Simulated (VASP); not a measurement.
Write the native input for VASP 6.6.1 that does the following.

* Task: single point
* Functional: PBE
* Potentials or basis: VASP PAW PBE potentials, release 64 (Ag, Br)
* Cutoff: 500 eV
* k mesh: 7 × 7 × 7
* Occupations: fermi-dirac, width 0.03 eV
* Spin: no spin polarisation
* Dipole correction: no
* Further INCAR settings: ALGO = Normal; EDIFF = 1e-06; NBANDS = 16

The structure of AgBr lies in POSCAR:

```
AgBr
1.0
    0.0000000000      2.8860500000      2.8860500000
    2.8860500000      0.0000000000      2.8860500000
    2.8860500000      2.8860500000      0.0000000000
Ag Br
1 1
Direct
    0.5000000000      0.5000000000      0.5000000000
    0.0000000000      0.0000000000      0.0000000000
```

The input as run:

INCAR

```
PREC = Accurate
ENCUT = 500
EDIFF = 1E-6
ISMEAR = -1
SIGMA = 0.03
LREAL = False
LASPH = True
NELM = 120
ALGO = Normal
ISIF = 2
LWAVE = False
LCHARG = False
GGA = PE
NBANDS = 16
GGA_COMPAT = False
```

KPOINTS

```
regular mesh
0
Gamma
  7 7 7
```

Potentials or basis: VASP PAW PBE potentials, release 64 (Ag, Br).

Run with:

```sh
$ cat potpaw_PBE.64/Ag/POTCAR potpaw_PBE.64/Br/POTCAR > POTCAR
$ mpirun -np 1 vasp_std > vasp.out
```

Results of the run:

```yaml
Pressure: 1.5 GPa
Band_gap_on_the_k_mesh: 0.75 eV, indirect (least direct gap 2.55 eV)
```

It took 14 s on 1 thread of Intel Xeon 6975P-C (shared host), peak memory 0.17 GiB.
